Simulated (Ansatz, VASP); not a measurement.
**Two plane-wave programs on TiC**

```
Ti C
1.0
     0.00000    2.13154    2.19646
     2.13154    0.00000    2.19646
     2.13154    2.13154    0.00000
Ti C
1 1
Direct
  0.00000 0.00000 0.00000
  0.50000 0.50000 0.50000
```

Change from the starting cell: strain -0.015 along x and y, +0.015 along z, atoms carried along.

Alike in both runs: task single point; functional PBE; k mesh 18 × 18 × 18; occupations gaussian, width 0.15 eV; no spin polarisation.

|  | VASP | Ansatz |
| --- | --- | --- |
| version | VASP 6.6.1 | Ansatz 0.2.0 |
| potentials or method | VASP PAW PBE potentials, release 64 (Ti_sv, C), cutoff 520 eV | scalar-relativistic, plane waves, PAW |
| valence electrons in the cell | 16 | 16 |

Ansatz gave:

| Quantity | Value |
| --- | --- |
| gap on the k mesh at the Fermi level (eV) | none |
| pressure (GPa) | 5.3 |
| traceless stress, the component that is largest in VASP (GPa) | -8.10 |

Task: Estimate VASP's values.

Result: gap on the k mesh at the Fermi level (eV): none; pressure (GPa): 5.5; traceless stress, the component that is largest in VASP (GPa): -8.16.

A gap of «none» marks a metal or a gap that the smearing closes.
